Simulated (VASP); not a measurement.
Input of a VASP 6.6.1 run:

POSCAR

```
SnO2
1.0
    0.0000000000      3.7061740619      4.3549526356
   -3.2096408885     -1.8530870310      4.3549526356
    3.2096408885     -1.8530870310      4.3549526356
Sn O
4 8
Direct
    0.5091849449      0.5091849449      0.5091849449
    0.5000000000      0.0000000000      0.0000000000
    0.0000000000      0.0000000000      0.5000000000
    0.0000000000      0.5000000000      0.0000000000
    0.2412464623      0.2412464623      0.2412464623
    0.2412464623      0.7412464623      0.7412464623
    0.7412464623      0.7412464623      0.2412464623
    0.7412464623      0.2412464623      0.7412464623
    0.7587535377      0.7587535377      0.7587535377
    0.7587535377      0.2587535377      0.2587535377
    0.2587535377      0.2587535377      0.7587535377
    0.2587535377      0.7587535377      0.2587535377
```

File INCAR.step1:

```
SYSTEM = SnO2
PREC = Accurate
ENCUT = 520
ISMEAR = 0
SIGMA = 0.05
LREAL = .FALSE.
LASPH = .TRUE.
NELM = 60
NBANDS = 64
GGA = PE
ALGO = Normal
EDIFF = 1E-4
LWAVE = .TRUE.
LCHARG = .FALSE.
```

INCAR.step2

```
SYSTEM = SnO2
PREC = Accurate
ENCUT = 520
EDIFF = 1E-7
ISMEAR = 0
SIGMA = 0.05
LREAL = .FALSE.
LASPH = .TRUE.
NELM = 60
ALGO = Normal
ISIF = 2
LWAVE = .FALSE.
LCHARG = .FALSE.
METAGGA = R2SCAN
LMIXTAU = .TRUE.
NBANDS = 64
ISTART = 1
```

Contents of KPOINTS:

```
regular mesh
0
G
  6 6 6
  0 0 0
```

Potentials or basis: VASP PAW PBE potentials, release 64 (Sn_d, O).

Launch:

```bash
$ cat potpaw_PBE.64/Sn_d/POTCAR potpaw_PBE.64/O/POTCAR > POTCAR
$ cp INCAR.step1 INCAR
$ mpirun -np 1 vasp_std > vasp.out
$ cp INCAR.step2 INCAR
$ mpirun -np 1 vasp_std > vasp.out
```

(1) Predict the largest force.

(2) Predict the pressure.

(3) What does it give for the band gap on the k mesh?

Results:

(1) 1.439 eV/Å.

(2) 1.3 GPa.

(3) 2.31 eV.

Caveat: the cell differs from its parent crystal (atom 1 (Sn) moved +0.120 Å along Cartesian [0 0 1]); the PAW data sets were made with another functional, which shifts forces and pressure a little; spin-orbit coupling is left out, which moves the levels of the heavy elements.
